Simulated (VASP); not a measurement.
A run of VASP 6.6.1 is set up as follows.

INCAR

```
ALGO     = Normal         # electronic algorithm
EDIFF    = 1E-6           # SCF threshold, eV
ENCUT    = 600            # plane-wave cutoff, eV
GGA      = PE             # functional
GGA_COMPAT= F            
ISIF     = 2              # what is computed and relaxed
ISMEAR   = 0              # smearing method
LASPH    = T              # aspherical terms in the spheres
LCHARG   = F              # write CHGCAR
LREAL    = F              # projectors in reciprocal space
LWAVE    = F              # write WAVECAR
NBANDS   = 29             # bands
NELM     = 120            # most SCF steps
PREC     = Accurate       # precision mode
SIGMA    = 0.1            # smearing width, eV
```

File KPOINTS:

```
k-points
0
Gamma
  12 12 10
```

Contents of POSCAR:

```
YTi2F
1.0
    3.8710133572      0.0000000000      0.0000000000
    0.0000000000      3.8710133572      0.0000000000
    0.0000000000      0.0000000000      5.2437000298
Y Ti F
1 2 1
Direct
    0.0000000000      0.0000000000      0.0000000000
    0.0000000000      0.0000000000      0.5000000000
    0.5000000000      0.5000000000      0.0000000000
    0.5000000000      0.5000000000      0.5000000000
```

Potentials or basis: VASP PAW PBE potentials, release 64 (Y_sv, Ti_sv, F).

The run is started by

```sh
$ cat potpaw_PBE.64/Y_sv/POTCAR potpaw_PBE.64/Ti_sv/POTCAR potpaw_PBE.64/F/POTCAR > POTCAR
$ mpirun -np 1 vasp_std > vasp.out
```

Question: Estimate the band gap on the k mesh.

Answer: Zero (bands 21 and 22 overlap by 1.21 eV).

Question: Estimate the pressure.

Answer: -0.1 GPa.

Stress tensor (GPa, compression positive):
```
-0.19  0.00  0.00
 0.00 -0.19  0.00
 0.00  0.00 -0.06
```
